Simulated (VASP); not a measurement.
# K (Cmcm) in VASP: relaxation of cell and atoms with PBEsol

Aim: the relaxation of cell and atoms of K with PBEsol.

Everything below comes from runs of VASP 6.6.1. Logs are shortened: lines on timing, memory, paths and dates and some standing lists are left out, and cuts for length are marked.

**1. The cell of the first run**

The structure is orthorhombic, space group Cmcm (No. 63). The conventional cell has a = 4.683 Å, b = 8.022 Å, c = 7.503 Å, α = 90.00°, β = 90.00°, γ = 90.00°.

**2. Relaxation of cell and atoms, PBEsol, target pressure 1 GPa, at which the enthalpy is minimised**

Contents of INCAR:

```
PREC = Accurate ; ENCUT = 600
EDIFF = 1E-7 ; ISMEAR = 0
SIGMA = 0.1 ; LREAL = F
LASPH = T ; NELM = 100
ALGO = Normal ; ISIF = 3
LWAVE = F ; LCHARG = F
GGA = PS ; IBRION = 2
NSW = 70 ; EDIFFG = -0.008
PSTRESS = 10.0
```

Contents of KPOINTS:

```
Automatic mesh
0
Gamma
  10 10 6
```

Contents of POSCAR:

```
K
1.0
    2.3414408249     -4.0111613851      0.0000000000
    2.3414408249      4.0111613851      0.0000000000
    0.0000000000      0.0000000000      7.5034453737
K
2
Direct
    0.8308971042      0.1691028958      0.2500000000
    0.1691028958      0.8308971042      0.7500000000
```

Potentials or basis: VASP PAW PBE potentials, release 64 (K_sv).

Started as:

```sh
$ cat potpaw_PBE.64/K_sv/POTCAR > POTCAR
$ mpirun -np 1 vasp_std > vasp.out
```

OUTCAR:

```text
PREC = Accurate
   ENCUT = 600
   EDIFF = 1E-7
   ISMEAR = 0
   LREAL = F
   LASPH = T
   NELM = 100
   ISIF = 3
   GGA = PS
   IBRION = 2
   NSW = 70
   EDIFFG = -0.008
   PSTRESS = 10.0

 ion  position               nearest neighbor table
   1  0.831  0.169  0.250-
   2  0.169  0.831  0.750-

  LATTYP: Found a base centered orthorhombic cell.
 ALAT       =     4.6828816498
 B/A-ratio  =     1.7131167025
 C/A-ratio  =     1.6023136895

  Lattice vectors:

 A1 = (   2.3414408249,  -4.0111613851,   0.0000000000)
 A2 = (   2.3414408249,   4.0111613851,   0.0000000000)
 A3 = (   0.0000000000,   0.0000000000,   7.5034453737)

Analysis of symmetry for initial positions (statically):
=====================================================================
 Subroutine PRICEL returns:
 Original cell was already a primitive cell.

 Routine SETGRP: Setting up the symmetry group for a
 base centered orthorhombic supercell.

 Subroutine GETGRP returns: Found  8 space group operations
 (whereof  4 operations were pure point group operations)
 out of a pool of  8 trial point group operations.

The static configuration has the point symmetry C_2h.
 The point group associated with its full space group is D_2h.

Analysis of symmetry for dynamics (positions and initial velocities):
=====================================================================
 Subroutine PRICEL returns:
 Original cell was already a primitive cell.

 Routine SETGRP: Setting up the symmetry group for a
 base centered orthorhombic supercell.

 Subroutine GETGRP returns: Found  8 space group operations
 (whereof  4 operations were pure point group operations)
 out of a pool of  8 trial point group operations.

The dynamic configuration has the point symmetry C_2h.
 The point group associated with its full space group is D_2h.

 Subroutine INISYM returns: Found  8 space group operations
 (whereof  4 operations are pure point group operations),
 and found     1 'primitive' translations

----------------------------------------------------------------------------------------

                                     Primitive cell

  volume of cell :     140.9432

  direct lattice vectors                    reciprocal lattice vectors
     2.341440825 -4.011161385  0.000000000     0.213543727 -0.124652177  0.000000000
     2.341440825  4.011161385  0.000000000     0.213543727  0.124652177  0.000000000
     0.000000000  0.000000000  7.503445374     0.000000000  0.000000000  0.133272110

  length of vectors
     4.644540967  4.644540967  7.503445374     0.247263197  0.247263197  0.133272110

  position of ions in fractional coordinates (direct lattice)
     0.830897104  0.169102896  0.250000000
     0.169102896  0.830897104  0.750000000

  ion indices of the primitive-cell ions
   primitive index   ion index
                 1           1
                 2           2

----------------------------------------------------------------------------------------

 KPOINTS: Automatic mesh

Automatic generation of k-mesh.
 Grid dimensions read from file:
 generate k-points for:   10   10    6

 Generating k-lattice:

  Cartesian coordinates                     Fractional coordinates (reciprocal lattice)
     0.021354373 -0.012465218  0.000000000     0.100000000 -0.000000000  0.000000000
     0.021354373  0.012465218  0.000000000    -0.000000000  0.100000000  0.000000000
     0.000000000  0.000000000  0.022212018     0.000000000  0.000000000  0.166666667

  Length of vectors
     0.024726320  0.024726320  0.022212018

  Shift w.r.t. Gamma in fractional coordinates (k-lattice)
     0.000000000  0.000000000  0.000000000

 Subroutine IBZKPT returns following result:
 ===========================================

 Found    124 irreducible k-points:

 Following reciprocal coordinates:
            Coordinates               Weight
  0.000000  0.000000  0.000000      1.000000
  0.100000  0.000000  0.000000      4.000000
  0.200000  0.000000  0.000000      4.000000
  0.300000  0.000000  0.000000      4.000000
  0.400000  0.000000  0.000000      4.000000
  0.500000  0.000000  0.000000      2.000000
[... 16 lines left out ...]
  0.300000  0.300000  0.000000      2.000000
  0.400000  0.300000  0.000000      4.000000
 [... further k-points ...]
   k-points           NKPTS =    124   k-points in BZ     NKDIM =    124   number of bands    NBANDS=     13
   number of dos      NEDOS =    301   number of ions     NIONS =      2
   total plane-waves  NPLWV =  96000
   dimension x,y,z NGX =    40 NGY =   40 NGZ =   60
   dimension x,y,z NGXF=    80 NGYF=   80 NGZF=  120
   ions per type =               2
   NGX,Y,Z   is equivalent  to a cutoff of  14.32, 14.32, 13.29 a.u.
   NGXF,Y,Z  is equivalent  to a cutoff of  28.64, 28.64, 26.59 a.u.
 SYSTEM =  unknown system
   PREC   = accura    normal or accurate (medium, high low for compatibility)
   ISTART =      0    job   : 0-new  1-cont  2-samecut
   ICHARG =      2    charge: 1-file 2-atom 10-const
   ISPIN  =      1    spin polarized calculation?
   LNONCOLLINEAR =      F non collinear calculations
   LSORBIT =      F    spin-orbit coupling
   LASPH  =      T    aspherical Exc in radial PAW
   ENCUT  =  600.0 eV  44.10 Ry    6.64 a.u.   9.28  9.28 14.99*2*pi/ulx,y,z
   NELM   =    100;   NELMIN=  2; NELMDL= -5     # of ELM steps
   EDIFF  = 0.1E-06   stopping-criterion for ELM
   LREAL  =      F    real-space projection
   EDIFFG = -.8E-02   stopping-criterion for IOM
   NSW    =     70    number of steps for IOM
   IBRION =      2    ionic relax: 0-MD 1-quasi-New 2-CG
   NFREE  =      1    steps in history (QN), initial steepest desc. (CG)
   ISIF   =      3    stress and relaxation
   ISYM   =      2    0-nonsym 1-usesym 2-fastsym
   POTIM  = 0.5000    time-step for ionic-motion
   TEBEG  =    0.0;   TEEND  =   0.0 temperature during run
   PSTRESS=   10.0 pullay stress
   NELECT =      18.0000    total number of electrons
   NUPDOWN=      -1.0000    fix difference up-down
   EMIN   =  10.00;   EMAX   =-10.00  energy-range for DOS
   EFERMI =   0.00;   METHOD = LEGACY
   ISMEAR =     0;   SIGMA  =   0.10  broadening in eV -4-tet -1-fermi 0-gaus
   EFERMI_NEDOS =   21; number of points for ismear=-14 and -15
   IALGO  =     38    algorithm
   IMIX   =      4    mixing-type and parameters
     AMIX     =   0.40;   BMIX     =  1.00
     AMIX_MAG =   1.60;   BMIX_MAG =  1.00
  volume/ion in A,a.u.               =      70.47       475.57
  Fermi-wavevector in a.u.,A,eV,Ry     =   0.824425  1.557937  9.247554  0.679676
  Thomas-Fermi vector in A             =   1.936107
   LORBIT       =      0    0 simple, 1 ext, 2 COOP (PROOUT), +10 PAW based schemes
   GGA     = PS    functional components
   LHFCALC =     F    Hartree Fock is set to
   AEXX    =    0.0000 exact exchange contribution
   IVDW    =     0    specifies the selected vdW correction
   LEPSILON=     F    determine dielectric tensor
   LRPA    =     F    only Hartree local field effects (RPA)
 conjugate gradient relaxation of ions
 non-spin polarized calculation
 Gauss-broadening in eV      SIGMA  =   0.10
  energy-cutoff  :      600.00
  volume of cell :      140.94
 maximum number of plane-waves:      4722
 NGX is ok and might be reduce to    40
   NGX = 19   NGY = 19   NGZ = 29

--------------------------------------- Ionic step        1  -------------------------------------------

 number of electron      18.0000000 magnetization

 Free energy of the ion-electron system (eV)
  ---------------------------------------------------
  ext. energy  EPLUGINS =         0.00000000
  ---------------------------------------------------
  free energy    TOTEN  =        -2.27256697 eV

  energy without entropy =       -2.26576397  energy(sigma->0) =       -2.26916547

 E-fermi :  -0.0901     XC(G=0):  -5.8034

 val. band max:       -0.1274792132   @ k =   0.5000   0.3000   0.3333
 cond. band min:      -0.0717465214   @ k =   0.4000   0.0000   0.5000
 fundamental gap:      0.0557326917
 Fermi energy:        -0.0900790962

 k-point     1 :       0.0000    0.0000    0.0000
  band No.  band energies     occupation
      1     -32.0351      2.00000
      2     -32.0301      2.00000
      3     -15.6243      2.00000
      4     -15.5558      2.00000
      5     -15.5543      2.00000
      6     -15.5434      2.00000
      7     -15.5433      2.00000
      8     -15.5427      2.00000
      9      -2.2955      2.00000
     10       0.2842      0.00000
     11       0.5363      0.00000
     12       3.9704      0.00000
     13       4.0787      0.00000
[... 354 lines left out ...]
  band No.  band energies     occupation
      1     -32.0297      2.00000
      2     -32.0290      2.00000
      3     -15.6025      2.00000
      4     -15.5927      2.00000
      5     -15.5857      2.00000
      6     -15.5803      2.00000
      7     -15.5737      2.00000
      8     -15.5693      2.00000
      9       0.2751      0.00000
     10       0.9417      0.00000
     11       1.0430      0.00000
     12       1.8603      0.00000
     13       2.6324      0.00000

 [... further k-points ...]

------------------------ aborting loop because EDIFF is reached ----------------------------------------

  FORCE on cell =-STRESS in cart. coord.  units (eV):
  Direction    XX          YY          ZZ          XY          YZ          ZX
  --------------------------------------------------------------------------------------
  -------------------------------------------------------------------------------------
  Total        0.0137113      0.0356556      0.0434966      0.0000000      0.0000000      0.0000000
  in kB        0.1558635      0.4053165      0.4944490      0.0000000      0.0000000      0.0000000
  external PRESSURE =      -9.6481237 kB  Pullay stress =      10.0000000 kB
[... 215 lines left out ...]
--------------------------------------- Ionic step        7  -------------------------------------------

 number of electron      17.9999999 magnetization

 Free energy of the ion-electron system (eV)
  ---------------------------------------------------
  ext. energy  EPLUGINS =         0.00000000
  ---------------------------------------------------
  free energy    TOTEN  =        -2.20778293 eV

  energy without entropy =       -2.20124511  energy(sigma->0) =       -2.20451402

 E-fermi :   0.3502     XC(G=0):  -6.2798

 val. band max:        0.3123880701   @ k =   0.5000   0.3000   0.3333
 cond. band min:       0.3638887750   @ k =   0.4000   0.0000   0.5000
 fundamental gap:      0.0515007049
 Fermi energy:         0.3501913719

 k-point     1 :       0.0000    0.0000    0.0000
  band No.  band energies     occupation
      1     -31.5125      2.00000
      2     -31.5011      2.00000
      3     -15.1482      2.00000
      4     -15.0208      2.00000
      5     -15.0183      2.00000
      6     -14.9992      2.00000
      7     -14.9991      2.00000
      8     -14.9983      2.00000
      9      -2.1255      2.00000
     10       0.6927      0.00000
     11       1.0697      0.00000
     12       4.5682      0.00000
     13       4.6531      0.00000
[... 354 lines left out ...]
  band No.  band energies     occupation
      1     -31.4999      2.00000
      2     -31.4983      2.00000
      3     -15.1088      2.00000
      4     -15.0905      2.00000
      5     -15.0780      2.00000
      6     -15.0660      2.00000
      7     -15.0557      2.00000
      8     -15.0459      2.00000
      9       0.7517      0.00000
     10       1.4281      0.00000
     11       1.5720      0.00000
     12       2.2388      0.00000
     13       3.2160      0.00000

 [... further k-points ...]

------------------------ aborting loop because EDIFF is reached ----------------------------------------

  FORCE on cell =-STRESS in cart. coord.  units (eV):
  Direction    XX          YY          ZZ          XY          YZ          ZX
  --------------------------------------------------------------------------------------
  -------------------------------------------------------------------------------------
  Total        0.7247565      0.7305385      0.7306761      0.0000000      0.0000000      0.0000000
  in kB        9.8488417      9.9274140      9.9292834      0.0000000      0.0000000      0.0000000
  external PRESSURE =      -0.0981536 kB  Pullay stress =      10.0000000 kB
[... 21 lines left out ...]
  energy  without entropy=       -2.2012451120  energy(sigma->0) =       -2.20451402

  enthalpy is  TOTEN    =        -1.4719029801 eV   P V=        0.7358799461

 reached required accuracy - stopping structural energy minimisation
```

Wall time 10 min (1 thread of AMD EPYC 9R45 (Zen 5), shared host); peak memory 0.45 GiB.

What came out:

* Free energy: -2.2078 eV
* Relaxed volume: 58.95 Å³/atom
* Relaxed cell: a = 4.375 Å, b = 4.375 Å, c = 7.086 Å, α = 90.00°, β = 90.00°, γ = 119.64°
* Space group after relaxing (to 0.1 Å): P6_3/mmc (No. 194)
* Energy change on relaxing (the run minimises the enthalpy): +32.4 meV/atom
* Ionic steps: 7
* Pressure after relaxing: 1.0 GPa
* Band gap on the k mesh: zero (bands 9 and 10 overlap by 2.58 eV)

Step by step:
```
step  energy change (eV)  largest force (eV/Å)  pressure (GPa)  volume (Å³)
   1              0.0000                0.0001            0.04       140.94
   2              0.0086                0.0000            0.30       132.46
   3              0.0488                0.0001            0.83       120.73
   4              0.0676                0.0001            1.02       117.46
   5              0.0648                0.0001            0.99       117.90
   6              0.0648                0.0003            0.99       117.90
   7              0.0648                0.0009            0.99       117.90
```

Final structure:
```xyz
2
Lattice="2.1996 -3.7821 0.0000 2.1996 3.7821 0.0000 0.0000 0.0000 7.0860" Properties=species:S:1:pos:R:3 pbc="T T T"
K     2.1996   -2.5030    1.7715
K     2.1996    2.5030    5.3145
```

Levels at points of the mesh, in eV from the Fermi level:
```csv
k point,band 5,band 6,band 7,band 8,band 9,band 10,band 11,band 12,band 13
"(0.00, 0.00, 0.00)",-15.37,-15.35,-15.35,-15.35,-2.48,0.34,0.72,4.22,4.30
"(0.50, 0.00, 0.00)",-15.43,-15.40,-15.38,-15.37,0.13,0.28,1.60,1.96,2.55
"(0.50, 0.50, 0.00)",-15.43,-15.40,-15.38,-15.37,0.14,0.31,1.58,1.93,2.63
"(0.00, 0.00, 0.50)",-15.36,-15.36,-15.36,-15.36,-1.61,-1.61,2.95,2.95,4.27
"(0.50, 0.00, 0.50)",-15.39,-15.39,-15.38,-15.38,0.58,0.58,1.03,1.03,3.16
"(0.50, 0.50, 0.50)",-15.39,-15.39,-15.39,-15.39,0.60,0.60,1.06,1.06,3.18
```

Caveat: the cell is relaxed towards a set pressure, so the run minimises the enthalpy, not the energy; the volume moved by over 15 % at a fixed basis, so the end points are rough; the PAW data sets were made with another functional, which shifts forces and pressure a little.

The gap in the log of VASP goes by the Fermi energy; the results here count the filled bands.